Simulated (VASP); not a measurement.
# Te (Pm-3n) in VASP: a series of runs

The runs below take Te through single point, relaxation of cell and atoms, with PBE.

Everything below comes from runs of VASP 6.6.1. Logs are shortened: lines on timing, memory, paths and dates and some standing lists are left out, and cuts for length are marked.

## Step 1: The cell of the first run

It takes space group Pm-3n (No. 223, cubic). Conventional cell: a = 6.160 Å, b = 6.160 Å, c = 6.160 Å, α = 90.00°, β = 90.00°, γ = 90.00°. Te (site symmetry m-3) has 12 Te at 3.44 Å within 4.5 Å. Within 4.1 Å of Te (site symmetry -4m2) lie 14 Te at 3.08 to 3.77 Å.

## Step 2: Single point, PBE

INCAR

```
SYSTEM = Te
PREC = Accurate
ENCUT = 520
EDIFF = 1E-6
ISMEAR = -1
SIGMA = 0.1
LREAL = .FALSE.
LASPH = .TRUE.
NELM = 100
ALGO = Normal
ISIF = 2
LWAVE = .FALSE.
LCHARG = .FALSE.
GGA = PE
NBANDS = 34
```

KPOINTS

```
Automatic mesh
0
G
  4 4 4
  0 0 0
```

POSCAR

```
Te
1.0
    6.1595103368      0.0000000000      0.0000000000
    0.0000000000      6.1595103368      0.0000000000
    0.0000000000      0.0000000000      6.1595103368
Te
8
Direct
    0.0000000000      0.0000000000      1.0000000000
    0.5000000000      0.5000000000      0.5000000000
    0.2500000000      0.0000000000      0.5000000000
    0.7500000000      0.0000000000      0.5000000000
    0.5000000000      0.2500000000      0.0000000000
    0.5000000000      0.7500000000      1.0000000000
    0.0000000000      0.5000000000      0.2500000000
    1.0000000000      0.5000000000      0.7500000000
```

Potentials or basis: VASP PAW PBE potentials, release 64 (Te).

On the command line:

```console
$ cat potpaw_PBE.64/Te/POTCAR > POTCAR
$ mpirun -np 1 vasp_std > vasp.out
```

OUTCAR:

```text
SYSTEM = Te
   PREC = Accurate
   ENCUT = 520
   EDIFF = 1E-6
   ISMEAR = -1
   LREAL = .FALSE.
   LASPH = .TRUE.
   NELM = 100
   ISIF = 2
   GGA = PE

 ion  position               nearest neighbor table
   1  0.000  0.000  0.000-   3 3.44   4 3.44   5 3.44   6 3.44   7 3.44   8 3.44   3 3.44   4 3.44
                             7 3.44   8 3.44   5 3.44   6 3.44
   2  0.500  0.500  0.500-   3 3.44   4 3.44   5 3.44   6 3.44   7 3.44   8 3.44   5 3.44   6 3.44
                             3 3.44   4 3.44   7 3.44   8 3.44
   3  0.250  0.000  0.500-   4 3.08   4 3.08   1 3.44   1 3.44   2 3.44   2 3.44
   4  0.750  0.000  0.500-   3 3.08   3 3.08   1 3.44   1 3.44   2 3.44   2 3.44
   5  0.500  0.250  0.000-   6 3.08   6 3.08   1 3.44   2 3.44   2 3.44   1 3.44
   6  0.500  0.750  0.000-   5 3.08   5 3.08   1 3.44   2 3.44   2 3.44   1 3.44
   7  0.000  0.500  0.250-   8 3.08   8 3.08   1 3.44   2 3.44   1 3.44   2 3.44
   8  0.000  0.500  0.750-   7 3.08   7 3.08   1 3.44   2 3.44   1 3.44   2 3.44

  LATTYP: Found a simple cubic cell.
 ALAT       =     6.1595103368

  Lattice vectors:

 A1 = (   6.1595103368,   0.0000000000,   0.0000000000)
 A2 = (   0.0000000000,   6.1595103368,   0.0000000000)
 A3 = (   0.0000000000,   0.0000000000,   6.1595103368)

Analysis of symmetry for initial positions (statically):
=====================================================================
 Subroutine PRICEL returns:
 Original cell was already a primitive cell.

 Routine SETGRP: Setting up the symmetry group for a
 simple cubic supercell.

 Subroutine GETGRP returns: Found 48 space group operations
 (whereof 24 operations were pure point group operations)
 out of a pool of 48 trial point group operations.

The static configuration has the point symmetry T_h .
 The point group associated with its full space group is O_h .

Analysis of symmetry for dynamics (positions and initial velocities):
=====================================================================
 Subroutine PRICEL returns:
 Original cell was already a primitive cell.

 Routine SETGRP: Setting up the symmetry group for a
 simple cubic supercell.

 Subroutine GETGRP returns: Found 48 space group operations
 (whereof 24 operations were pure point group operations)
 out of a pool of 48 trial point group operations.

The dynamic configuration has the point symmetry T_h .
 The point group associated with its full space group is O_h .

 Subroutine INISYM returns: Found 48 space group operations
 (whereof 24 operations are pure point group operations),
 and found     1 'primitive' translations

----------------------------------------------------------------------------------------

                                     Primitive cell

  volume of cell :     233.6892

  direct lattice vectors                    reciprocal lattice vectors
     6.159510337  0.000000000  0.000000000     0.162350568  0.000000000  0.000000000
     0.000000000  6.159510337  0.000000000     0.000000000  0.162350568  0.000000000
     0.000000000  0.000000000  6.159510337     0.000000000  0.000000000  0.162350568

  length of vectors
     6.159510337  6.159510337  6.159510337     0.162350568  0.162350568  0.162350568

  position of ions in fractional coordinates (direct lattice)
     0.000000000  0.000000000  0.000000000
     0.500000000  0.500000000  0.500000000
     0.250000000  0.000000000  0.500000000
     0.750000000  0.000000000  0.500000000
     0.500000000  0.250000000  0.000000000
     0.500000000  0.750000000  0.000000000
     0.000000000  0.500000000  0.250000000
     0.000000000  0.500000000  0.750000000

  ion indices of the primitive-cell ions
   primitive index   ion index
                 1           1
                 2           2
                 3           3
                 4           4
                 5           5
                 6           6
                 7           7
                 8           8

----------------------------------------------------------------------------------------

 KPOINTS: Automatic mesh

Automatic generation of k-mesh.
 Grid dimensions read from file:
 generate k-points for:    4    4    4

 Generating k-lattice:

  Cartesian coordinates                     Fractional coordinates (reciprocal lattice)
     0.040587642  0.000000000  0.000000000     0.250000000  0.000000000  0.000000000
     0.000000000  0.040587642  0.000000000     0.000000000  0.250000000  0.000000000
     0.000000000  0.000000000  0.040587642     0.000000000  0.000000000  0.250000000

  Length of vectors
     0.040587642  0.040587642  0.040587642

  Shift w.r.t. Gamma in fractional coordinates (k-lattice)
     0.000000000  0.000000000  0.000000000

 Subroutine IBZKPT returns following result:
 ===========================================

 Found     10 irreducible k-points:

 Following reciprocal coordinates:
            Coordinates               Weight
  0.000000  0.000000  0.000000      1.000000
  0.250000  0.000000  0.000000      6.000000
  0.500000  0.000000  0.000000      3.000000
  0.250000  0.250000  0.000000     12.000000
  0.500000  0.250000  0.000000     12.000000
  0.500000  0.500000  0.000000      3.000000
  0.250000  0.250000  0.250000      8.000000
  0.500000  0.250000  0.250000     12.000000
  0.500000  0.500000  0.250000      6.000000
  0.500000  0.500000  0.500000      1.000000
   k-points           NKPTS =     10   k-points in BZ     NKDIM =     10   number of bands    NBANDS=     34
   number of dos      NEDOS =    301   number of ions     NIONS =      8
   total plane-waves  NPLWV = 110592
   dimension x,y,z NGX =    48 NGY =   48 NGZ =   48
   dimension x,y,z NGXF=    96 NGYF=   96 NGZF=   96
   ions per type =               8
   NGX,Y,Z   is equivalent  to a cutoff of  12.96, 12.96, 12.96 a.u.
   NGXF,Y,Z  is equivalent  to a cutoff of  25.91, 25.91, 25.91 a.u.
 SYSTEM =  Te
   PREC   = accura    normal or accurate (medium, high low for compatibility)
   ISTART =      0    job   : 0-new  1-cont  2-samecut
   ICHARG =      2    charge: 1-file 2-atom 10-const
   ISPIN  =      1    spin polarized calculation?
   LNONCOLLINEAR =      F non collinear calculations
   LSORBIT =      F    spin-orbit coupling
   LASPH  =      T    aspherical Exc in radial PAW
   ENCUT  =  520.0 eV  38.22 Ry    6.18 a.u.  11.45 11.45 11.45*2*pi/ulx,y,z
   NELM   =    100;   NELMIN=  2; NELMDL= -5     # of ELM steps
   EDIFF  = 0.1E-05   stopping-criterion for ELM
   LREAL  =      F    real-space projection
   EDIFFG = 0.1E-04   stopping-criterion for IOM
   NSW    =      0    number of steps for IOM
   IBRION =     -1    ionic relax: 0-MD 1-quasi-New 2-CG
   NFREE  =      0    steps in history (QN), initial steepest desc. (CG)
   ISIF   =      2    stress and relaxation
   ISYM   =      2    0-nonsym 1-usesym 2-fastsym
   POTIM  = 0.5000    time-step for ionic-motion
   TEBEG  =    0.0;   TEEND  =   0.0 temperature during run
   PSTRESS=    0.0 pullay stress
   NELECT =      48.0000    total number of electrons
   NUPDOWN=      -1.0000    fix difference up-down
   EMIN   =  10.00;   EMAX   =-10.00  energy-range for DOS
   EFERMI =   0.00;   METHOD = LEGACY
   ISMEAR =    -1;   SIGMA  =   0.10  broadening in eV -4-tet -1-fermi 0-gaus
   EFERMI_NEDOS =   21; number of points for ismear=-14 and -15
   IALGO  =     38    algorithm
   IMIX   =      4    mixing-type and parameters
     AMIX     =   0.40;   BMIX     =  1.00
     AMIX_MAG =   1.60;   BMIX_MAG =  1.00
  volume/ion in A,a.u.               =      29.21       197.13
  Fermi-wavevector in a.u.,A,eV,Ry     =   0.965923  1.825329 12.694327  0.933007
  Thomas-Fermi vector in A             =   2.095681
   LORBIT       =      0    0 simple, 1 ext, 2 COOP (PROOUT), +10 PAW based schemes
   GGA     = PE    functional components
   LHFCALC =     F    Hartree Fock is set to
   AEXX    =    0.0000 exact exchange contribution
   IVDW    =     0    specifies the selected vdW correction
   LEPSILON=     F    determine dielectric tensor
   LRPA    =     F    only Hartree local field effects (RPA)
 non-spin polarized calculation
  energy-cutoff  :      520.00
  volume of cell :      233.69
 maximum number of plane-waves:      6355
 NGX is ok and might be reduce to    48
   NGX = 23   NGY = 23   NGZ = 23

 number of electron      47.9999998 magnetization

 Free energy of the ion-electron system (eV)
  ---------------------------------------------------
  ext. energy  EPLUGINS =         0.00000000
  ---------------------------------------------------
  free energy    TOTEN  =       -21.53610769 eV

  energy without entropy =      -21.20705104  energy(sigma->0) =      -21.37157936

 E-fermi :   7.4015     XC(G=0):  -9.9599

 val. band max:        7.3657316399   @ k =   0.2500   0.2500   0.2500
 cond. band min:       7.4290022749   @ k =   0.2500   0.2500   0.0000
 fundamental gap:      0.0632706350
 Fermi energy:         7.4015371711

 k-point     1 :       0.0000    0.0000    0.0000
  band No.  band energies     occupation
      1      -6.2549      2.00000
      2      -4.0343      2.00000
      3      -4.0343      2.00000
      4      -3.8903      2.00000
      5      -2.4571      2.00000
      6      -2.4104      2.00000
[... 26 lines left out ...]
     33      12.7267      0.00000
     34      14.1075      0.00000

 k-point     2 :       0.2500    0.0000    0.0000
  band No.  band energies     occupation
      1      -6.0405      2.00000
      2      -4.5482      2.00000
      3      -3.8704      2.00000
      4      -3.8055      2.00000
      5      -2.6647      2.00000
      6      -2.5541      2.00000
[... 26 lines left out ...]
     33      12.7467      0.00000
     34      13.4601      0.00000
[... 257 lines left out ...]
     33      13.0559      0.00000
     34      13.2588      0.00000

 k-point    10 :       0.5000    0.5000    0.5000
  band No.  band energies     occupation
      1      -4.0277      2.00000
      2      -4.0277      2.00000
      3      -3.8397      2.00000
      4      -3.8397      2.00000
      5      -3.8397      2.00000
      6      -3.8397      2.00000
[... 26 lines left out ...]
     33      14.6039      0.00000
     34      14.6039      0.00000

------------------------ aborting loop because EDIFF is reached ----------------------------------------

  FORCE on cell =-STRESS in cart. coord.  units (eV):
  Direction    XX          YY          ZZ          XY          YZ          ZX
  --------------------------------------------------------------------------------------
  -------------------------------------------------------------------------------------
  Total       -0.1303830     -0.1303830     -0.1303830      0.0000000      0.0000000      0.0000000
  in kB       -0.8939083     -0.8939083     -0.8939083      0.0000000      0.0000000      0.0000000
  external PRESSURE =      -0.8939083 kB  Pullay stress =       0.0000000 kB

 VOLUME and BASIS-vectors are now :
 -----------------------------------------------------------------------------
  energy-cutoff  :      520.00
  volume of cell :      233.69
      direct lattice vectors                 reciprocal lattice vectors
     6.159510337  0.000000000  0.000000000     0.162350568  0.000000000  0.000000000
     0.000000000  6.159510337  0.000000000     0.000000000  0.162350568  0.000000000
     0.000000000  0.000000000  6.159510337     0.000000000  0.000000000  0.162350568

 POSITION                                       TOTAL-FORCE (eV/Angst)
 -----------------------------------------------------------------------------------
      0.00000      0.00000      0.00000         0.000000     -0.000000      0.000000
      3.07976      3.07976      3.07976         0.000000     -0.000000      0.000000
      1.53988      0.00000      3.07976         0.000000     -0.000000     -0.000000
      4.61963      0.00000      3.07976        -0.000000      0.000000      0.000000
      3.07976      1.53988      0.00000         0.000000     -0.000000     -0.000000
      3.07976      4.61963      0.00000        -0.000000      0.000000     -0.000000
      0.00000      3.07976      1.53988         0.000000      0.000000     -0.000000
      0.00000      3.07976      4.61963        -0.000000      0.000000      0.000000
 -----------------------------------------------------------------------------------
    total drift:                               -0.000000     -0.000000      0.000000

  FREE ENERGIE OF THE ION-ELECTRON SYSTEM (eV)
  ---------------------------------------------------
  free  energy   TOTEN  =       -21.5361076859 eV

  energy  without entropy=      -21.2070510436  energy(sigma->0) =      -21.37157936
```

It took 77 s on 1 thread of Intel Xeon Platinum 8259CL at 2.50GHz (Skylake/Cascade Lake), shared host; peak memory 0.32 GiB.

What came out:

```
Free energy            : -21.5361 eV
Pressure               : -0.1 GPa
Band gap on the k mesh : zero (band 24 reaches 7.51 eV, above the bottom of band 25 at 6.64 eV)
```

Levels at points of the mesh, in eV from the Fermi level:
| k point | band 20 | band 21 | band 22 | band 23 | band 24 | band 25 | band 26 | band 27 | band 28 | band 29 |
| --- | --- | --- | --- | --- | --- | --- | --- | --- | --- | --- |
| (0.00, 0.00, 0.00) | -2.05 | -0.22 | -0.22 | -0.22 | 0.11 | 0.11 | 0.11 | 1.45 | 1.45 | 1.45 |
| (0.50, 0.00, 0.00) | -1.31 | -1.01 | -1.01 | -0.39 | -0.39 | 0.15 | 0.15 | 1.38 | 1.38 | 1.77 |
| (0.50, 0.50, 0.00) | -1.21 | -1.16 | -0.58 | -0.19 | -0.19 | 0.29 | 0.29 | 0.44 | 0.45 | 0.64 |
| (0.50, 0.50, 0.50) | -0.89 | -0.89 | -0.89 | -0.76 | -0.76 | -0.76 | -0.76 | -0.33 | -0.33 | -0.33 |

Caveat: spin-orbit coupling is left out, which moves the levels of the heavy elements.

## Step 3: Single point, PBE

INCAR

```
PREC = Accurate
ENCUT = 520
EDIFF = 1E-7
ISMEAR = -1
SIGMA = 0.1
LREAL = False
LASPH = True
NELM = 60
ALGO = Normal
ISIF = 2
LWAVE = False
LCHARG = False
GGA = PE
NBANDS = 34
```

KPOINTS

```
regular mesh
0
Gamma
  6 6 6
```

POSCAR is that of step 2.

Potentials or basis: VASP PAW PBE potentials, release 64 (Te).

On the command line:

```console
$ cat potpaw_PBE.64/Te/POTCAR > POTCAR
$ mpirun -np 1 vasp_std > vasp.out
```

Run time: 3 min. Hardware: 1 thread of Intel Xeon Platinum 8259CL at 2.50GHz (Skylake/Cascade Lake), shared host; peak memory 0.37 GiB.

The run converged. Its results:

```
Free energy            : -21.5579 eV
Pressure               : -0.4 GPa
Band gap on the k mesh : zero (band 24 reaches 7.98 eV, above the bottom of band 25 at 6.64 eV)
```

Levels at points of the mesh, in eV from the Fermi level:
```tsv
k point	band 22	band 23	band 24	band 25	band 26	band 27
(0.00, 0.00, 0.00)	-0.23	-0.23	0.09	0.09	0.09	1.44
(0.50, 0.00, 0.00)	-1.03	-0.41	-0.41	0.14	0.14	1.37
(0.50, 0.50, 0.00)	-0.59	-0.20	-0.20	0.28	0.28	0.42
(0.50, 0.50, 0.50)	-0.91	-0.77	-0.77	-0.77	-0.77	-0.34
```

Caveat: spin-orbit coupling is left out, which moves the levels of the heavy elements.

(Continued in part 2 of 2.)
